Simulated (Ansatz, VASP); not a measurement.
# Al16HRu16: VASP beside Ansatz

Contents of INCAR:

```
SYSTEM = Al16HRu16
PREC = Accurate
ENCUT = 520
EDIFF = 1E-6
ISMEAR = 1
SIGMA = 0.1
LREAL = Auto
LASPH = .True.
NELM = 60
ALGO = Normal
ISIF = 2
LWAVE = .False.
LCHARG = .False.
GGA = PE
NBANDS = 158
```

Contents of KPOINTS:

```
Automatic mesh
0
Gamma
  2 2 2
  0 0 0
```

Contents of POSCAR:

```
Al16HRu16
1.0
    0.0000000000      6.0068828200      6.0068828200
    6.0068828200      0.0000000000      6.0068828200
    6.0068828200      6.0068828200      0.0000000000
Al Ru H
16 16 1
Direct
    0.0033036200      0.0005207500     -0.0019855000
    0.2498580700      0.2470084900      0.2509902500
    0.0031738700      0.0003232800      0.4976742800
    0.2496629900      0.2468793600      0.7516554700
    0.0013232400      0.4988727300     -0.0001505400
    0.2516749300      0.7485045400      0.2498608500
    0.0019035500      0.4987858200      0.4996781000
    0.2510844100      0.7485924700      0.7501902900
    0.5016780100     -0.0014937800     -0.0001404400
    0.7513098100      0.2488577200      0.2498627300
    0.5015906100     -0.0009052800      0.4996836800
    0.7513975800      0.2482749900      0.7501891200
    0.5019454400      0.4991616100     -0.0004119300
    0.7674722200      0.7646209300      0.2292862000
    0.4855635700      0.4827116800      0.5111927300
    0.7510217000      0.7482366200      0.7505130800
    0.1265102300      0.1236726000      0.1252301300
    0.3749432800      0.3721338000      0.3732572000
    0.1265133800      0.1236691400      0.6244918600
    0.3754893800      0.3726667800      0.8770582200
    0.1292416300      0.6227531400      0.1239366500
    0.3800705400      0.8701085500      0.3747356000
    0.1237469500      0.6246345800      0.6257439200
    0.3771032500      0.8730798600      0.8749017800
    0.6255477400      0.1264362600      0.1239428700
    0.8730017100      0.3771764400      0.3747147400
    0.6274297800      0.1209399500      0.6257490600
    0.8758754700      0.3743076200      0.8749063300
    0.6265125600      0.6236682300      0.1268177900
    0.8775154200      0.8746924900      0.3750315000
    0.6264917300      0.6236862700      0.6248293600
    0.8780491600      0.8752391900      0.8701520900
    0.6264788300      0.6237047000      0.4211213400
```

Input for Ansatz:

```yaml
crystal:
  lattice:
    - [0.0, 6.00688282, 6.00688282]
    - [6.00688282, 0.0, 6.00688282]
    - [6.00688282, 6.00688282, 0.0]
  atoms:
    - { symbol: Al, position: [0.00330362, 0.00052075, -0.0019855] }
    - { symbol: Al, position: [0.24985807, 0.24700849, 0.25099025] }
    - { symbol: Ru, position: [0.12651023, 0.1236726, 0.12523013] }
    - { symbol: Ru, position: [0.37494328, 0.3721338, 0.3732572] }
    - { symbol: Al, position: [0.00317387, 0.00032328, 0.49767428] }
    - { symbol: Al, position: [0.24966299, 0.24687936, 0.75165547] }
    - { symbol: Ru, position: [0.12651338, 0.12366914, 0.62449186] }
    - { symbol: Ru, position: [0.37548938, 0.37266678, 0.87705822] }
    - { symbol: Al, position: [0.00132324, 0.49887273, -0.00015054] }
    - { symbol: Al, position: [0.25167493, 0.74850454, 0.24986085] }
    - { symbol: Ru, position: [0.12924163, 0.62275314, 0.12393665] }
    - { symbol: Ru, position: [0.38007054, 0.87010855, 0.3747356] }
    - { symbol: Al, position: [0.00190355, 0.49878582, 0.4996781] }
    - { symbol: Al, position: [0.25108441, 0.74859247, 0.75019029] }
    - { symbol: Ru, position: [0.12374695, 0.62463458, 0.62574392] }
    - { symbol: Ru, position: [0.37710325, 0.87307986, 0.87490178] }
    - { symbol: Al, position: [0.50167801, -0.00149378, -0.00014044] }
    - { symbol: Al, position: [0.75130981, 0.24885772, 0.24986273] }
    - { symbol: Ru, position: [0.62554774, 0.12643626, 0.12394287] }
    - { symbol: Ru, position: [0.87300171, 0.37717644, 0.37471474] }
    - { symbol: Al, position: [0.50159061, -0.00090528, 0.49968368] }
    - { symbol: Al, position: [0.75139758, 0.24827499, 0.75018912] }
    - { symbol: Ru, position: [0.62742978, 0.12093995, 0.62574906] }
    - { symbol: Ru, position: [0.87587547, 0.37430762, 0.87490633] }
    - { symbol: Al, position: [0.50194544, 0.49916161, -0.00041193] }
    - { symbol: Al, position: [0.76747222, 0.76462093, 0.2292862] }
    - { symbol: Ru, position: [0.62651256, 0.62366823, 0.12681779] }
    - { symbol: Ru, position: [0.87751542, 0.87469249, 0.3750315] }
    - { symbol: Al, position: [0.48556357, 0.48271168, 0.51119273] }
    - { symbol: Al, position: [0.7510217, 0.74823662, 0.75051308] }
    - { symbol: Ru, position: [0.62649173, 0.62368627, 0.62482936] }
    - { symbol: Ru, position: [0.87804916, 0.87523919, 0.87015209] }
    - { symbol: H, position: [0.62647883, 0.6237047, 0.42112134] }
basis:
  ecutwfc: 420
  xc_grid: 2
hamiltonian:
  xc: pbe
  pseudopotentials: { kind: paw, azcp: { folder: soft_1 } }
kpoints:
  mp_grid: { grid: [2, 2, 2] }
scf:
  occupations: { method: methfessel_paxton, width: 0.1 }
  max_iter: 160
output:
  forces: true
  eigenvalues: true
checkpoint:
  write: "../q0.top.mesh.run"
  compress: false
  write_wavefunctions: false
  write_every: 100000
```

Alike in both runs: task single point; functional PBE; k mesh 2 × 2 × 2; occupations methfessel-paxton of order 1, width 0.1 eV; no spin polarisation.

|  | VASP | Ansatz |
| --- | --- | --- |
| version | VASP 6.6.1 | Ansatz 0.2.0 |
| potentials or method | VASP PAW PBE potentials, release 64 (Al, Ru_pv, H), cutoff 520 eV | plane-wave PAW DFT |
| valence electrons in the cell | 273 | 305 |

|  | VASP | Ansatz | Ansatz less VASP |
| --- | --- | --- | --- |
| rms of the force components (eV/Å) | 0.071 | 0.073 | +0.0012 |

The functional is the same, so the differences come from potentials, cutoffs and numerics. VASP's potentials hold 273 valence electrons a cell and Ansatz's 305, so a difference there can come from the potentials and not from the codes. Ansatz's warnings: structure snapped to symmetry.

The k mesh is coarse, so the values compare programs but aren't converged.
